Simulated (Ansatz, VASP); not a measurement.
**BeS: VASP beside Ansatz**

POSCAR

```
BeS
1.0
    0.0000000000      2.3846129646      2.3846129646
    2.3846129646      0.0000000000      2.3846129646
    2.3846129646      2.3846129646      0.0000000000
Be S
1 1
Direct
    0.0000000000      0.0000000000      0.0000000000
    0.2500000000      0.2500000000      0.2500000000
```

The input INCAR.step1:

```
PREC = Accurate
ENCUT = 520
ISMEAR = 0
SIGMA = 0.01
LREAL = F
LASPH = T
NELM = 100
NBANDS = 11
GGA = PE
ALGO = Normal
EDIFF = 1E-4
LWAVE = T
LCHARG = F
```

Contents of INCAR.step2:

```
PREC = Accurate
ENCUT = 520
EDIFF = 1E-6
ISMEAR = 0
SIGMA = 0.01
LREAL = F
LASPH = T
NELM = 100
ALGO = Normal
ISIF = 2
LWAVE = F
LCHARG = F
METAGGA = R2SCAN
LMIXTAU = T
NBANDS = 11
ISTART = 1
```

File KPOINTS:

```
Automatic mesh
0
Gamma
  8 8 8
```

Input for Ansatz:

```yaml
crystal:
  lattice:
    - [0.0, 2.3846129646, 2.3846129646]
    - [2.3846129646, 0.0, 2.3846129646]
    - [2.3846129646, 2.3846129646, 0.0]
  atoms:
    - { symbol: Be, position: [0.0, 0.0, 0.0] }
    - { symbol: S, position: [0.25, 0.25, 0.25] }
kpoints:
  mp_grid: { grid: [8, 8, 8] }
hamiltonian:
  xc: r2scan
scf:
  occupations: { method: fixed }
  n_extra_bands: 4
output:
  forces: true
  stress: true
  eigenvalues: true
```

Alike in both runs: task single point; functional r2SCAN; k mesh 8 × 8 × 8; no spin polarisation.

```csv
,VASP,Ansatz
version,VASP 6.6.1,Ansatz 0.2.0
potentials or method,"VASP PAW PBE potentials, release 64 (Be, S)","plane waves, PAW"
plane-wave cutoff (eV),520,500
occupations,"gaussian, width 0.01 eV",fixed
valence electrons in the cell,8,8
```

```tsv
	VASP	Ansatz	Ansatz less VASP
gap on the k mesh at the Fermi level (eV)	3.45	3.44	-0.009
pressure (GPa)	7.1	6.8	-0.30
```

VASP's potentials were made for PBE, not for r2SCAN.
